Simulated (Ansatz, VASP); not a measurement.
Two plane-wave programs on Bi

```
Bi
1.0
    -1.84680    2.14072    1.89089
     1.84680   -2.14072    1.89089
     1.84680    2.14072   -1.89089
Bi
1
Cartesian
  0.0000 0.0000 0.0000
```

Change from the starting cell: strain +e along x and -e along y -0.0750, strain +e along z and -e/2 along x and y -0.0350.

Alike in both runs: task single point; functional PBE; dispersion D3(BJ); k mesh 16 × 16 × 16; occupations gaussian, width 0.15 eV; no spin polarisation.

|  | VASP | Ansatz |
| --- | --- | --- |
| version | VASP 6.6.1 | Ansatz 0.2.0 |
| potentials or method | VASP PAW PBE potentials, release 64 (Bi_d), cutoff 520 eV | scalar-relativistic, plane waves, PAW |
| valence electrons in the cell | 15 | 15 |

```csv
,VASP,Ansatz,Ansatz less VASP
gap on the k mesh at the Fermi level (eV),none,none,-
pressure (GPa),0.5,0.6,+0.06
"traceless stress, the component that is largest in VASP (GPa)",-1.18,-1.19,-0.007
```

A gap of «none» marks a metal or a gap that the smearing closes.

Neither program's run includes spin-orbit coupling.
